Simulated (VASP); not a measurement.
# C (P6_3/mmc) in VASP: notebook

C is run at these levels: PBE+D3(BJ); tasks: relaxation of shape and atoms at fixed volume.

All numbers are computed with VASP 6.6.1; they aren't measurements. Logs are shortened: lines on timing, memory, paths and dates and some standing lists are left out, and cuts for length are marked.

**1. The cell of the first run**

Symmetry: P6_3/mmc, No. 194, hexagonal system. The conventional cell has a = 2.437 Å, b = 2.437 Å, c = 6.480 Å, α = 90.00°, β = 90.00°, γ = 120.00°. C (site symmetry -6m2) has 3 C at 1.41 Å within 1.9 Å. C (site symmetry -6m2) has 3 C at 1.41 Å within 1.9 Å.

**2. Relaxation of shape and atoms at fixed volume, PBE+D3(BJ) (8.33 Å³/atom)**

File INCAR:

```
PREC     = Accurate       # precision mode
ENCUT    = 600            # plane-wave cutoff, eV
EDIFF    = 1E-7           # SCF threshold, eV
ISMEAR   = 0              # smearing method
SIGMA    = 0.1            # smearing width, eV
LREAL    = F              # projectors in reciprocal space
LASPH    = T              # aspherical terms in the spheres
NELM     = 80             # most SCF steps
ALGO     = Normal         # electronic algorithm
ISIF     = 4              # what is computed and relaxed
LWAVE    = F              # write WAVECAR
LCHARG   = F              # write CHGCAR
GGA      = PE             # functional
IVDW     = 12             # dispersion correction
IBRION   = 2              # ionic algorithm
NSW      = 50             # ionic steps
EDIFFG   = -0.01          # ionic threshold
```

File KPOINTS:

```
regular mesh
0
Gamma
  18 18 6
```

File POSCAR:

```
C
1.0
    2.4371186767      0.0000000000      0.0000000000
   -1.2185593383      2.1106066861      0.0000000000
    0.0000000000      0.0000000000      6.4797773654
C
4
Direct
    0.0000000000      0.0000000000      0.0025000000
    0.0000000000      0.0000000000      0.5025000000
    0.3333333333      0.6666666667      0.0025000000
    0.6666666667      0.3333333333      0.5025000000
```

Potentials or basis: VASP PAW PBE potentials, release 64 (C).

Launch:

```bash
$ cat potpaw_PBE.64/C/POTCAR > POTCAR
$ mpirun -np 1 vasp_std > vasp.out
```

OUTCAR:

```text
PREC = Accurate
   ENCUT = 600
   EDIFF = 1E-7
   ISMEAR = 0
   LREAL = F
   LASPH = T
   NELM = 80
   ISIF = 4
   GGA = PE
   IVDW = 12
   IBRION = 2
   NSW = 50
   EDIFFG = -0.01
 IVDW          = 12

 ion  position               nearest neighbor table
   1  0.000  0.000  0.002-   3 1.41   3 1.41   3 1.41
   2  0.000  0.000  0.502-   4 1.41   4 1.41   4 1.41
   3  0.333  0.667  0.002-   1 1.41   1 1.41   1 1.41
   4  0.667  0.333  0.502-   2 1.41   2 1.41   2 1.41

  LATTYP: Found a hexagonal cell.
 ALAT       =     2.4371186767
 C/A-ratio  =     2.6587861426

  Lattice vectors:

 A1 = (   2.4371186767,   0.0000000000,   0.0000000000)
 A2 = (  -1.2185593383,   2.1106066861,   0.0000000000)
 A3 = (   0.0000000000,   0.0000000000,   6.4797773654)

Analysis of symmetry for initial positions (statically):
=====================================================================
 Subroutine PRICEL returns:
 Original cell was already a primitive cell.

 Routine SETGRP: Setting up the symmetry group for a
 hexagonal supercell.

 Subroutine GETGRP returns: Found 24 space group operations
 (whereof  6 operations were pure point group operations)
 out of a pool of 24 trial point group operations.

The static configuration has the point symmetry C_3v.
 The point group associated with its full space group is D_6h.

Analysis of symmetry for dynamics (positions and initial velocities):
=====================================================================
 Subroutine PRICEL returns:
 Original cell was already a primitive cell.

 Routine SETGRP: Setting up the symmetry group for a
 hexagonal supercell.

 Subroutine GETGRP returns: Found 24 space group operations
 (whereof  6 operations were pure point group operations)
 out of a pool of 24 trial point group operations.

The dynamic configuration has the point symmetry C_3v.
 The point group associated with its full space group is D_6h.

 Subroutine INISYM returns: Found 24 space group operations
 (whereof  6 operations are pure point group operations),
 and found     1 'primitive' translations

----------------------------------------------------------------------------------------

                                     Primitive cell

  volume of cell :      33.3307

  direct lattice vectors                    reciprocal lattice vectors
     2.437118677  0.000000000  0.000000000     0.410320601  0.236898709  0.000000000
    -1.218559338  2.110606686  0.000000000     0.000000000  0.473797419  0.000000000
     0.000000000  0.000000000  6.479777365     0.000000000  0.000000000  0.154326290

  length of vectors
     2.437118677  2.437118677  6.479777365     0.473797419  0.473797419  0.154326290

[... 83 lines left out ...]
   NELM   =     80;   NELMIN=  2; NELMDL= -5     # of ELM steps
   EDIFF  = 0.1E-06   stopping-criterion for ELM
   LREAL  =      F    real-space projection
   EDIFFG = -.1E-01   stopping-criterion for IOM
   NSW    =     50    number of steps for IOM
   IBRION =      2    ionic relax: 0-MD 1-quasi-New 2-CG
   NFREE  =      1    steps in history (QN), initial steepest desc. (CG)
   ISIF   =      4    stress and relaxation
   ISYM   =      2    0-nonsym 1-usesym 2-fastsym
   POTIM  = 0.5000    time-step for ionic-motion
   TEBEG  =    0.0;   TEEND  =   0.0 temperature during run
   PSTRESS=    0.0 pullay stress
   NELECT =      16.0000    total number of electrons
   NUPDOWN=      -1.0000    fix difference up-down
   EMIN   =  10.00;   EMAX   =-10.00  energy-range for DOS
   EFERMI =   0.00;   METHOD = LEGACY
   ISMEAR =     0;   SIGMA  =   0.10  broadening in eV -4-tet -1-fermi 0-gaus
   EFERMI_NEDOS =   21; number of points for ismear=-14 and -15
   IALGO  =     38    algorithm
   IMIX   =      4    mixing-type and parameters
     AMIX     =   0.40;   BMIX     =  1.00
     AMIX_MAG =   1.60;   BMIX_MAG =  1.00
  volume/ion in A,a.u.               =       8.33        56.23
  Fermi-wavevector in a.u.,A,eV,Ry     =   1.281839  2.422324 22.355884  1.643111
  Thomas-Fermi vector in A             =   2.414185
   LORBIT       =      0    0 simple, 1 ext, 2 COOP (PROOUT), +10 PAW based schemes
   GGA     = PE    functional components
   LHFCALC =     F    Hartree Fock is set to
   AEXX    =    0.0000 exact exchange contribution
   IVDW    =    12    specifies the selected vdW correction
   LEPSILON=     F    determine dielectric tensor
   LRPA    =     F    only Hartree local field effects (RPA)
 conjugate gradient relaxation of ions
 non-spin polarized calculation
 Gauss-broadening in eV      SIGMA  =   0.10
  energy-cutoff  :      600.00
  volume of cell :       33.33
 maximum number of plane-waves:      1140
 NGX is ok and might be reduce to    20
   NGX =  9   NGY =  9   NGZ = 25

--------------------------------------- Ionic step        1  -------------------------------------------

 number of electron      16.0000001 magnetization

 Free energy of the ion-electron system (eV)
  ---------------------------------------------------
  ext. energy  EPLUGINS =         0.00000000
  ---------------------------------------------------
  free energy    TOTEN  =       -36.77917799 eV

  energy without entropy =      -36.77838520  energy(sigma->0) =      -36.77878160

------------------------ aborting loop because EDIFF is reached ----------------------------------------

 Edisp (eV)   -0.65110

 E8    (eV) :    -0.1853
[... 75 lines left out ...]
--------------------------------------- Ionic step        3  -------------------------------------------

 number of electron      16.0000001 magnetization

 Free energy of the ion-electron system (eV)
  ---------------------------------------------------
  ext. energy  EPLUGINS =         0.00000000
  ---------------------------------------------------
  free energy    TOTEN  =       -36.79391742 eV

  energy without entropy =      -36.79313642  energy(sigma->0) =      -36.79352692

 E-fermi :   5.1812     XC(G=0): -10.7088

 val. band max:        5.1802530372   @ k =   0.3333   0.3333   0.5000
 cond. band min:       5.1966687683   @ k =   0.3333   0.3333   0.3333
 fundamental gap:      0.0164157312
 Fermi energy:         5.1812357826

 k-point     1 :       0.0000    0.0000    0.0000
  band No.  band energies     occupation
      1     -14.5631      2.00000
      2     -14.1138      2.00000
      3      -3.5999      2.00000
      4      -1.0369      2.00000
      5       2.1876      2.00000
      6       2.1876      2.00000
      7       2.2194      2.00000
      8       2.2194      2.00000
      9       9.9801      0.00000
     10      13.5486      0.00000
     11      13.5486      0.00000
     12      13.6304      0.00000
[... 331 lines left out ...]
 k-point    24 :       0.3889    0.1111    0.0000
  band No.  band energies     occupation
      1      -9.7918      2.00000
      2      -9.4751      2.00000
      3      -7.1247      2.00000
      4      -6.8759      2.00000
      5      -2.0827      2.00000
      6      -1.9590      2.00000
      7       1.8902      2.00000
      8       3.3743      2.00000
      9       6.9840      0.00000
     10       7.9938      0.00000
     11      13.6299      0.00000
     12      14.2405      0.00000

 [... further k-points ...]

------------------------ aborting loop because EDIFF is reached ----------------------------------------

 Edisp (eV)   -0.66668

 E8    (eV) :    -0.1903
[... 27 lines left out ...]
  FREE ENERGIE OF THE ION-ELECTRON SYSTEM (eV)
  ---------------------------------------------------
  free  energy   TOTEN  =       -37.4605956772 eV

  energy  without entropy=      -37.4598146800  energy(sigma->0) =      -37.46020518

 reached required accuracy - stopping structural energy minimisation
```

OSZICAR:

```text
N       E                     dE             d eps       ncg     rms          rms(c)
DAV:   1     0.523960833559E+02    0.52396E+02   -0.91731E+03  3552   0.141E+03
[... 24 lines left out ...]
DAV:   2    -0.367962379582E+02    0.49727E-02   -0.67762E-03  4404   0.641E-01    0.200E-01
DAV:   3    -0.367939353785E+02    0.23026E-02   -0.70553E-03  4268   0.584E-01    0.511E-02
DAV:   4    -0.367939246234E+02    0.10755E-04   -0.27165E-04  4128   0.122E-01    0.189E-02
DAV:   5    -0.367939167845E+02    0.78389E-05   -0.23966E-05  4360   0.406E-02    0.317E-03
DAV:   6    -0.367939172335E+02   -0.44908E-06   -0.93993E-07  4320   0.736E-03    0.257E-03
DAV:   7    -0.367939174134E+02   -0.17987E-06   -0.57255E-07  4268   0.601E-03    0.519E-04
DAV:   8    -0.367939174162E+02   -0.27653E-08   -0.10615E-08  2580   0.946E-04
   3 F= -.37460596E+02 E0= -.37460205E+02  d E =-.303171E-01
```

CONTCAR:

```text
C
   1.00000000000000
     2.4607438854689132    0.0000000000018057   -0.0000000000000000
    -1.2303719426824080    2.1310667170655977   -0.0000000000000000
    -0.0000000000000000    0.0000000000000000    6.3559520324297223
  C
     4
Direct
     0.0000000000000000    0.0000000000000000    0.0024999999999977
     0.0000000000000000    0.0000000000000000    0.5024999999999977
     0.3333333332999970    0.6666666667000030    0.0024999999999977
     0.6666666667000030    0.3333333332999970    0.5024999999999977

  0.00000000E+00  0.00000000E+00  0.00000000E+00
  0.00000000E+00  0.00000000E+00  0.00000000E+00
  0.00000000E+00  0.00000000E+00  0.00000000E+00
  0.00000000E+00  0.00000000E+00  0.00000000E+00
```

Run time: 55 s. Hardware: 1 thread of Intel Xeon 6975P-C (Granite Rapids), shared host; peak memory 0.2 GiB.

What came out:

- Free energy: -37.4606 eV
- Energy gained by relaxing: 7.6 meV/atom
- Ionic steps: 3
- Pressure after relaxing: 2.5 GPa
- Band gap on the k mesh: zero (bands 8 and 9 overlap by 0.05 eV)
- Dispersion energy per atom: -0.167 eV

The path:
```
step  energy change (eV)  largest force (eV/Å)  pressure (GPa)  volume (Å³)
   1              0.0000                0.0000           11.44        33.33
   2             -0.0271                0.0000           -0.37        33.33
   3             -0.0303                0.0000            2.45        33.33
```

Final structure:
```yaml
crystal:
  lattice:
    - [2.46074, 0.00000, 0.00000]
    - [-1.23037, 2.13107, 0.00000]
    - [0.00000, 0.00000, 6.35595]
  atoms:
    - { symbol: C, position: [0.00000, 0.00000, 0.00250] }
    - { symbol: C, position: [0.00000, 0.00000, 0.50250] }
    - { symbol: C, position: [0.33333, 0.66667, 0.00250] }
    - { symbol: C, position: [0.66667, 0.33333, 0.50250] }
```

Levels at points of the mesh, in eV from the Fermi level:
```
           k point  band 6  band 7  band 8  band 9  band 10  band 11
(0.00, 0.00, 0.00)   -2.99   -2.96   -2.96    4.80     8.37     8.37
(0.50, 0.00, 0.00)   -6.33   -2.92   -2.02    1.58     2.38     7.19
(0.00, 0.00, 0.50)   -2.98   -2.98   -2.98    7.89     7.89     8.41
(0.50, 0.00, 0.50)   -6.38   -2.35   -2.35    1.66     1.66     7.47
```

**3. Relaxation of shape and atoms at fixed volume, PBE+D3(BJ) (8.60 Å³/atom)**

This run uses another cell than the first one, of 8.60 Å³/atom.

File INCAR:

```
PREC = Accurate ; ENCUT = 600
EDIFF = 1E-7 ; ISMEAR = 0
SIGMA = 0.1 ; LREAL = False
LASPH = True ; NELM = 100
ALGO = Normal ; ISIF = 4
LWAVE = False ; LCHARG = False
GGA = PE ; IVDW = 12
IBRION = 2 ; NSW = 50
EDIFFG = -0.01
```

KPOINTS is that of step 2.

File POSCAR:

```
C
1.0
    2.4400791799      0.0000000000      0.0000000000
   -1.2200395899      2.1131705570      0.0000000000
    0.0000000000      0.0000000000      6.6703632080
C
4
Direct
    0.0000000000      0.0000000000      0.0025000175
    0.0000000000      0.0000000000      0.5025000175
    0.3333333333      0.6666666667      0.0024999825
    0.6666666667      0.3333333333      0.5024999825
```

Potentials or basis: VASP PAW PBE potentials, release 64 (C).

Launch:

```bash
$ cat potpaw_PBE.64/C/POTCAR > POTCAR
$ mpirun -np 1 vasp_std > vasp.out
```

Wall time 57 s (1 thread of Intel Xeon 6975P-C (Granite Rapids), shared host); peak memory 0.2 GiB.

The run converged. Its results:

| Quantity | Value |
| --- | --- |
| Free energy | -37.4738 eV |
| Energy gained by relaxing | 7.4 meV/atom |
| Ionic steps | 3 |
| Pressure after relaxing | 0.8 GPa |
| Band gap on the k mesh | zero (bands 8 and 9 overlap by 0.03 eV) |
| Dispersion energy per atom | -0.161 eV |

Step by step:
| step | energy change (eV) | largest force (eV/Å) | pressure (GPa) | volume (Å³) |
| --- | --- | --- | --- | --- |
| 1 | 0.0000 | 0.0000 | 9.54 | 34.39 |
| 2 | -0.0269 | 0.0000 | -1.61 | 34.39 |
| 3 | -0.0294 | 0.0000 | 0.84 | 34.39 |

Final structure:
```cif
data_structure
_symmetry_space_group_name_H-M 'P 1'
_symmetry_Int_Tables_number 1
_cell_length_a 2.4637
_cell_length_b 2.4637
_cell_length_c 6.5431
_cell_angle_alpha 90.000
_cell_angle_beta 90.000
_cell_angle_gamma 120.000
_cell_volume 34.39
loop_
_atom_site_label
_atom_site_type_symbol
_atom_site_fract_x
_atom_site_fract_y
_atom_site_fract_z
_atom_site_occupancy
C1 C 0.00000 0.00000 0.00250 1
C2 C 0.00000 0.00000 0.50250 1
C3 C 0.33333 0.66667 0.00250 1
C4 C 0.66667 0.33333 0.50250 1
```

Levels at points of the mesh, in eV from the Fermi level:
| k point | band 4 | band 5 | band 6 | band 7 | band 8 | band 9 | band 10 | band 11 | band 12 |
| --- | --- | --- | --- | --- | --- | --- | --- | --- | --- |
| (0.00, 0.00, 0.00) | -6.40 | -3.00 | -3.00 | -2.98 | -2.98 | 4.51 | 8.34 | 8.35 | 8.40 |
| (0.50, 0.00, 0.00) | -13.15 | -6.41 | -6.34 | -2.83 | -2.05 | 1.54 | 2.27 | 7.20 | 7.67 |
| (0.00, 0.00, 0.50) | -7.63 | -2.99 | -2.99 | -2.99 | -2.99 | 7.36 | 7.36 | 8.37 | 8.37 |
| (0.50, 0.00, 0.50) | -13.22 | -6.38 | -6.38 | -2.35 | -2.35 | 1.66 | 1.66 | 7.43 | 7.43 |

**4. Relaxation of shape and atoms at fixed volume, PBE+D3(BJ) (9.13 Å³/atom)**

This run uses another cell than the first one, of 9.13 Å³/atom.

File INCAR:

```
PREC     = Accurate       # precision mode
ENCUT    = 600            # plane-wave cutoff, eV
EDIFF    = 1E-6           # SCF threshold, eV
ISMEAR   = 0              # smearing method
SIGMA    = 0.1            # smearing width, eV
LREAL    = False          # projectors in reciprocal space
LASPH    = True           # aspherical terms in the spheres
NELM     = 100            # most SCF steps
ALGO     = Normal         # electronic algorithm
ISIF     = 4              # what is computed and relaxed
LWAVE    = False          # write WAVECAR
LCHARG   = False          # write CHGCAR
GGA      = PE             # functional
IVDW     = 12             # dispersion correction
IBRION   = 2              # ionic algorithm
NSW      = 50             # ionic steps
EDIFFG   = -0.01          # ionic threshold
```

File KPOINTS:

```
Automatic mesh
0
Gamma
  18 18 6
```

File POSCAR:

```
C
1.0
    2.4893869934      0.0000000000      0.0000000000
   -1.2446934967      2.1558723761      0.0000000000
    0.0000000000      0.0000000000      6.8051543361
C
4
Direct
    0.0000000000      0.0000000000      0.0025000175
    0.0000000000      0.0000000000      0.5025000175
    0.3333333333      0.6666666667      0.0024999825
    0.6666666667      0.3333333333      0.5024999825
```

Launch:

```bash
$ cat potpaw_PBE.64/C/POTCAR > POTCAR
$ mpirun -np 1 vasp_std > vasp.out
```

It took 51 s on 1 thread of Intel Xeon 6975P-C (Granite Rapids), shared host; peak memory 0.21 GiB.

The run converged. Its results:

| Property | Result |
| --- | --- |
| Free energy | -37.4775 eV |
| Energy gained by relaxing | 5.8 meV/atom |
| Ionic steps | 3 |
| Pressure after relaxing | -1.1 GPa |
| Band gap on the k mesh | zero (bands 8 and 9 overlap by 0.02 eV) |
| Dispersion energy per atom | -0.150 eV |

Step by step:
```tsv
step	energy change (eV)	largest force (eV/Å)	pressure (GPa)	volume (Å³)
1	0.0000	0.0000	-8.16	36.52
2	-0.0224	0.0000	0.25	36.52
3	-0.0232	0.0000	-1.06	36.52
```

Final structure:
```
C
1.0
     2.46750    0.00000    0.00000
    -1.23375    2.13692    0.00000
     0.00000    0.00000    6.92639
C
4
Direct
  0.00000 0.00000 0.00250
  0.00000 0.00000 0.50250
  0.33333 0.66667 0.00250
  0.66667 0.33333 0.50250
```

Levels at points of the mesh, in eV from the Fermi level:
```tsv
k point	band 5	band 6	band 7	band 8	band 9	band 10	band 11	band 12
(0.00, 0.00, 0.00)	-3.02	-3.02	-3.01	-3.01	4.05	8.30	8.31	8.34
(0.50, 0.00, 0.00)	-6.41	-6.37	-2.68	-2.11	1.51	2.10	7.22	7.53
(0.00, 0.00, 0.50)	-3.02	-3.02	-3.02	-3.02	6.45	6.45	8.32	8.32
(0.50, 0.00, 0.50)	-6.39	-6.39	-2.35	-2.35	1.66	1.66	7.37	7.37
```

**5. The runs side by side**

| cell | gap on the mesh (eV) | pressure (GPa) |
| --- | --- | --- |
| relaxed from a = 2.437, b = 2.437, c = 6.480 Å, angles 90.0, 90.0, 120.0°, 4 atoms | none | 2.5 |
| relaxed from a = 2.440, b = 2.440, c = 6.670 Å, angles 90.0, 90.0, 120.0°, 4 atoms | none | 0.8 |
| relaxed from a = 2.489, b = 2.489, c = 6.805 Å, angles 90.0, 90.0, 120.0°, 4 atoms | none | -1.1 |

Alike in all rows: task relaxation of shape and atoms at fixed volume; level PBE+D3(BJ); potentials or basis VASP PAW PBE potentials, release 64 (C); no spin polarisation; k mesh 18 × 18 × 6; cutoff (eV) 600; smearing gaussian 0.1 eV.

Total energies depend on the potentials used, so only differences within one code and one set of settings carry meaning.
